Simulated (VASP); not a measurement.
# Li4SO (R-3m) in VASP: a series of runs

The runs below take Li4SO through single point, relaxation of cell and atoms, with PBEsol.

Program: VASP 6.6.1. These are calculated values, not measurements. Logs are shortened: lines on timing, memory, paths and dates and some standing lists are left out, and cuts for length are marked.

## 1. The cell of the first run

The structure is trigonal, space group R-3m (No. 166). Conventional cell: a = 3.687 Å, b = 3.687 Å, c = 17.458 Å, α = 90.00°, β = 90.00°, γ = 120.00°. Li (site symmetry 3m) has 1 O at 1.95 Å and 3 S at 2.34 Å and 3 Li at 2.56 Å within 2.6 Å. Within 2.9 Å of Li (site symmetry 3m) lie 3 O at 2.19 Å and 6 Li at 2.37 to 2.56 Å and 1 S at 2.38 Å. Within 3.1 Å of S (site symmetry -3m) lie 8 Li at 2.34 to 2.38 Å. Within 2.6 Å of O (site symmetry -3m) lie 8 Li at 1.95 to 2.19 Å.

## 2. Single point, PBEsol

INCAR reads:

```
SYSTEM = Li4SO
ALGO = Normal
EDIFF = 1E-6
ENCUT = 520
GGA = PS
ISIF = 2
ISMEAR = 0
LASPH = .True.
LCHARG = .False.
LREAL = .False.
LWAVE = .False.
NBANDS = 21
NELM = 100
PREC = Accurate
SIGMA = 0.01
```

KPOINTS reads:

```
k-points
0
Gamma
  9 9 9
  0 0 0
```

POSCAR reads:

```
Li4SO
1.0
    1.8432875420      1.0642225585      5.8192509712
   -1.8432875420      1.0642225585      5.8192509712
    0.0000000000     -2.1284451171      5.8192509712
Li S O
4 1 1
Direct
    0.6114477296      0.6114477296      0.6114477296
    0.1364890575      0.1364890575      0.1364890575
    0.8635109425      0.8635109425      0.8635109425
    0.3885522704      0.3885522704      0.3885522704
    0.0000000000      0.0000000000      0.0000000000
    0.5000000000      0.5000000000      0.5000000000
```

Potentials or basis: VASP PAW PBE potentials, release 64 (Li_sv, S, O).

Started as:

```sh
$ cat potpaw_PBE.64/Li_sv/POTCAR potpaw_PBE.64/S/POTCAR potpaw_PBE.64/O/POTCAR > POTCAR
$ mpirun -np 1 vasp_std > vasp.out
```

OUTCAR:

```text
SYSTEM = Li4SO
   EDIFF = 1E-6
   ENCUT = 520
   GGA = PS
   ISIF = 2
   ISMEAR = 0
   LASPH = .True.
   LREAL = .False.
   NELM = 100
   PREC = Accurate

 ion  position               nearest neighbor table
   1  0.611  0.611  0.611-   6 1.95   5 2.34   5 2.34   5 2.34   3 2.56   3 2.56   3 2.56
   2  0.136  0.136  0.136-   6 2.19   6 2.19   6 2.19   3 2.37   3 2.37   3 2.37   5 2.38   4 2.56
                             4 2.56   4 2.56
   3  0.864  0.864  0.864-   6 2.19   6 2.19   6 2.19   2 2.37   2 2.37   2 2.37   5 2.38   1 2.56
                             1 2.56   1 2.56
   4  0.389  0.389  0.389-   6 1.95   5 2.34   5 2.34   5 2.34   2 2.56   2 2.56   2 2.56
   5  0.000  0.000  0.000-   1 2.34   4 2.34   1 2.34   1 2.34   4 2.34   4 2.34   3 2.38   2 2.38

   6  0.500  0.500  0.500-   1 1.95   4 1.95   2 2.19   3 2.19   2 2.19   2 2.19   3 2.19   3 2.19

  LATTYP: Found a trigonal (rhomboedric) cell.
 ALAT       =     6.1962860233
 COS(alpha) =     0.8230081544

  Lattice vectors:

 A1 = (   1.8432875420,   1.0642225585,   5.8192509712)
 A2 = (  -1.8432875420,   1.0642225585,   5.8192509712)
 A3 = (   0.0000000000,  -2.1284451171,   5.8192509712)

Analysis of symmetry for initial positions (statically):
=====================================================================
 Subroutine PRICEL returns:
 Original cell was already a primitive cell.

 Routine SETGRP: Setting up the symmetry group for a
 trigonal (rhombohedral) supercell.

 Subroutine GETGRP returns: Found 12 space group operations
 (whereof 12 operations were pure point group operations)
 out of a pool of 12 trial point group operations.

The static configuration has the point symmetry D_3d.

Analysis of symmetry for dynamics (positions and initial velocities):
=====================================================================
 Subroutine PRICEL returns:
 Original cell was already a primitive cell.

 Routine SETGRP: Setting up the symmetry group for a
 trigonal (rhombohedral) supercell.

 Subroutine GETGRP returns: Found 12 space group operations
 (whereof 12 operations were pure point group operations)
 out of a pool of 12 trial point group operations.

The dynamic configuration has the point symmetry D_3d.

 Subroutine INISYM returns: Found 12 space group operations
 (whereof 12 operations are pure point group operations),
 and found     1 'primitive' translations

----------------------------------------------------------------------------------------

[... 105 lines left out ...]
   NFREE  =      0    steps in history (QN), initial steepest desc. (CG)
   ISIF   =      2    stress and relaxation
   ISYM   =      2    0-nonsym 1-usesym 2-fastsym
   POTIM  = 0.5000    time-step for ionic-motion
   TEBEG  =    0.0;   TEEND  =   0.0 temperature during run
   PSTRESS=    0.0 pullay stress
   NELECT =      24.0000    total number of electrons
   NUPDOWN=      -1.0000    fix difference up-down
   EMIN   =  10.00;   EMAX   =-10.00  energy-range for DOS
   EFERMI =   0.00;   METHOD = LEGACY
   ISMEAR =     0;   SIGMA  =   0.01  broadening in eV -4-tet -1-fermi 0-gaus
   EFERMI_NEDOS =   21; number of points for ismear=-14 and -15
   IALGO  =     38    algorithm
   IMIX   =      4    mixing-type and parameters
     AMIX     =   0.40;   BMIX     =  1.00
     AMIX_MAG =   1.60;   BMIX_MAG =  1.00
  volume/ion in A,a.u.               =      11.42        77.04
  Fermi-wavevector in a.u.,A,eV,Ry     =   1.154155  2.181036 18.123948  1.332073
  Thomas-Fermi vector in A             =   2.290793
   LORBIT       =      0    0 simple, 1 ext, 2 COOP (PROOUT), +10 PAW based schemes
   GGA     = PS    functional components
   LHFCALC =     F    Hartree Fock is set to
   AEXX    =    0.0000 exact exchange contribution
   IVDW    =     0    specifies the selected vdW correction
   LEPSILON=     F    determine dielectric tensor
   LRPA    =     F    only Hartree local field effects (RPA)
 non-spin polarized calculation
 Gauss-broadening in eV      SIGMA  =   0.01
  energy-cutoff  :      520.00
  volume of cell :       68.49
 maximum number of plane-waves:      1863
 NGX is ok and might be reduce to    48
   NGX = 23   NGY = 23   NGZ = 23

 number of electron      23.9999996 magnetization

 Free energy of the ion-electron system (eV)
  ---------------------------------------------------
  ext. energy  EPLUGINS =         0.00000000
  ---------------------------------------------------
  free energy    TOTEN  =       -26.47939330 eV

  energy without entropy =      -26.47939330  energy(sigma->0) =      -26.47939330

 E-fermi :   2.4052     XC(G=0):  -9.2586

 val. band max:        2.3437073734   @ k =   0.0000   0.0000   0.0000
 cond. band min:       5.3036160821   @ k =  -0.4444  -0.4444   0.1111
 fundamental gap:      2.9599087088
 Fermi energy:         2.4051588181

 k-point     1 :       0.0000    0.0000    0.0000
  band No.  band energies     occupation
      1     -42.0940      2.00000
      2     -41.9683      2.00000
      3     -40.7781      2.00000
      4     -40.7537      2.00000
      5     -13.9281      2.00000
      6      -9.1016      2.00000
[... 565 lines left out ...]
     20      14.1095      0.00000
     21      14.8113      0.00000

 [... further k-points ...]

------------------------ aborting loop because EDIFF is reached ----------------------------------------

  FORCE on cell =-STRESS in cart. coord.  units (eV):
  Direction    XX          YY          ZZ          XY          YZ          ZX
  --------------------------------------------------------------------------------------
  -------------------------------------------------------------------------------------
  Total        0.0026264      0.0026264      0.0670015      0.0000000     -0.0000000     -0.0000000
  in kB        0.0614357      0.0614357      1.5672966      0.0000000     -0.0000000     -0.0000000
  external PRESSURE =       0.5633894 kB  Pullay stress =       0.0000000 kB

 VOLUME and BASIS-vectors are now :
 -----------------------------------------------------------------------------
  energy-cutoff  :      520.00
  volume of cell :       68.49
      direct lattice vectors                 reciprocal lattice vectors
     1.843287542  1.064222559  5.819250971     0.271254478  0.156608846  0.057281141
    -1.843287542  1.064222559  5.819250971    -0.271254478  0.156608846  0.057281141
     0.000000000 -2.128445117  5.819250971     0.000000000 -0.313217692  0.057281141

 POSITION                                       TOTAL-FORCE (eV/Angst)
 -----------------------------------------------------------------------------------
      0.00000     -0.00000     10.67450        -0.000000     -0.000000      0.009338
      0.00000     -0.00000      2.38279        -0.000000     -0.000000      0.008234
      0.00000     -0.00000     15.07496        -0.000000      0.000000     -0.008234
      0.00000     -0.00000      6.78325        -0.000000      0.000000     -0.009338
      0.00000      0.00000      0.00000        -0.000000     -0.000000      0.000000
      0.00000     -0.00000      8.72888         0.000000     -0.000000      0.000000
 -----------------------------------------------------------------------------------
    total drift:                                0.000000      0.000000     -0.000000

  FREE ENERGIE OF THE ION-ELECTRON SYSTEM (eV)
  ---------------------------------------------------
  free  energy   TOTEN  =       -26.4793932993 eV

  energy  without entropy=      -26.4793932993  energy(sigma->0) =      -26.47939330
```

OSZICAR:

```text
N       E                     dE             d eps       ncg     rms          rms(c)
DAV:   1     0.142364133732E+03    0.14236E+03   -0.10901E+04  3570   0.120E+03
DAV:   2    -0.856668887200E+01   -0.15093E+03   -0.14420E+03  4038   0.297E+02
DAV:   3    -0.277023165478E+02   -0.19136E+02   -0.18999E+02  6656   0.725E+01
DAV:   4    -0.286100055314E+02   -0.90769E+00   -0.90448E+00  4999   0.193E+01
DAV:   5    -0.286484445190E+02   -0.38439E-01   -0.38435E-01  5655   0.338E+00    0.846E+00
DAV:   6    -0.265997409192E+02    0.20487E+01   -0.67009E+00  3810   0.129E+01    0.453E+00
DAV:   7    -0.265103672270E+02    0.89374E-01   -0.70052E-01  4901   0.425E+00    0.283E+00
DAV:   8    -0.264798912532E+02    0.30476E-01   -0.18904E-01  4031   0.271E+00    0.607E-01
DAV:   9    -0.264787177650E+02    0.11735E-02   -0.31009E-02  5766   0.101E+00    0.256E-01
DAV:  10    -0.264791933178E+02   -0.47555E-03   -0.41667E-03  4430   0.367E-01    0.124E-01
DAV:  11    -0.264793149223E+02   -0.12160E-03   -0.42066E-04  4558   0.116E-01    0.667E-02
DAV:  12    -0.264793934582E+02   -0.78536E-04   -0.10231E-04  4297   0.720E-02    0.209E-02
DAV:  13    -0.264793926908E+02    0.76734E-06   -0.17345E-05  4985   0.289E-02    0.162E-02
DAV:  14    -0.264793932993E+02   -0.60843E-06   -0.21777E-06  4659   0.935E-03
   1 F= -.26479393E+02 E0= -.26479393E+02  d E =-.615965E-21
```

stdout:

```text
POSCAR found type information on POSCAR LiS O
 POSCAR found :  3 types and       6 ions
 scaLAPACK will be used
 -----------------------------------------------------------------------------
|                                                                             |
|                                                                             |
|     You enforced a specific xc type in the INCAR file but a different       |
|     I HOPE YOU KNOW WHAT YOU ARE DOING!                                     |
|                                                                             |
 -----------------------------------------------------------------------------

 LDA part: xc-table for (Slater+PW92), standard interpolation
 POSCAR, INCAR and KPOINTS ok, starting setup
 FFT: planning ... GRIDC
 FFT: planning ... GRID_SOFT
 FFT: planning ... GRID
 WAVECAR not read
 entering main loop
```

It took 3.6 min on 1 thread of Intel Xeon Platinum 8259CL at 2.50GHz (Skylake/Cascade Lake), shared host; peak memory 0.36 GiB.

Results:

| Item | Value |
| --- | --- |
| Free energy | -26.4794 eV |
| Largest force | 0.009 eV/Å |
| Band gap on the k mesh | 2.96 eV (least direct gap 3.21 eV) |

Forces on the atoms (eV/Å):
```
Li   0.000  0.000  0.009
Li   0.000  0.000  0.008
Li   0.000  0.000 -0.008
Li   0.000  0.000 -0.009
S    0.000  0.000  0.000
O    0.000  0.000  0.000
```

Caveat: the cutoff is under 1.25 times the usual one of these potentials, so pressure, stress and relaxed cells hold a basis-set (Pulay) error; the PAW data sets were made with another functional, which shifts forces and pressure a little.

(Part 1 of 2 ends here.)
